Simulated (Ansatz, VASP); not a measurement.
**Two plane-wave programs on Ga**

INCAR

```
PREC = Accurate
ENCUT = 520
EDIFF = 1E-6
ISMEAR = -1
SIGMA = 0.1
LREAL = F
LASPH = T
NELM = 100
ALGO = Normal
ISIF = 2
LWAVE = F
LCHARG = T
LELF = T
LVHAR = T
NBANDS = 20
```

File KPOINTS:

```
regular mesh
0
Gamma
  14 14 8
```

POSCAR

```
Ga
1.0
    3.0099038987      0.0000000000      0.0000000000
   -1.5049519494      2.6066532392      0.0000000000
    0.0000000000      0.0000000000      4.7519223908
Ga
2
Direct
    0.3333333333      0.6666666667      0.2500000000
    0.6666666667      0.3333333333      0.7500000000
```

Input for Ansatz:

```yaml
crystal:
  lattice:
    - [3.0099038987, 0.0, 0.0]
    - [-1.5049519494, 2.6066532392, 0.0]
    - [0.0, 0.0, 4.7519223908]
  atoms:
    - { symbol: Ga, position: [0.3333333333, 0.6666666667, 0.25] }
    - { symbol: Ga, position: [0.6666666667, 0.3333333333, 0.75] }
hamiltonian:
  xc: lda
  pseudopotentials:
    kind: paw
    azcp:
      Ga: "pseudopotentials/Ga.paw.azcp"
basis:
  ecutwfc: 420
  fft_grid_basis: typed
kpoints:
  mp_grid: { grid: [14, 14, 8], shift: [0, 0, 0] }
magnetization:
  spin_polarized: false
scf:
  occupations: { method: fermi_dirac, width: 0.1 }
  lower_state_search: "off"
output:
  stress: true
  write_density: true
  write_potential: true
  elf: true
  volumetric_format: npy
```

Alike in both runs: task single point; functional LDA; k mesh 14 × 14 × 8; occupations fermi-dirac, width 0.1 eV; no spin polarisation.

|  | VASP | Ansatz |
| --- | --- | --- |
| version | VASP 6.6.1 | Ansatz 0.2.0 |
| potentials or method | VASP PAW LDA potentials, release 64 (Ga_d), cutoff 520 eV | plane waves (420 eV) with PAW, scalar-relativistic |
| valence electrons in the cell | 26 | 26 |

|  | VASP | Ansatz | Ansatz less VASP |
| --- | --- | --- | --- |
| pressure (GPa) | -3.9 | -3.9 | -0.02 |
| traceless stress, the component that is largest in VASP (GPa) | 0.14 | 0.13 | -0.007 |

Ansatz warns that its potentials were made for another functional, while VASP's fit it. LDA's correlation is that of Perdew and Zunger in VASP and of Perdew and Wang (1992) in Ansatz.
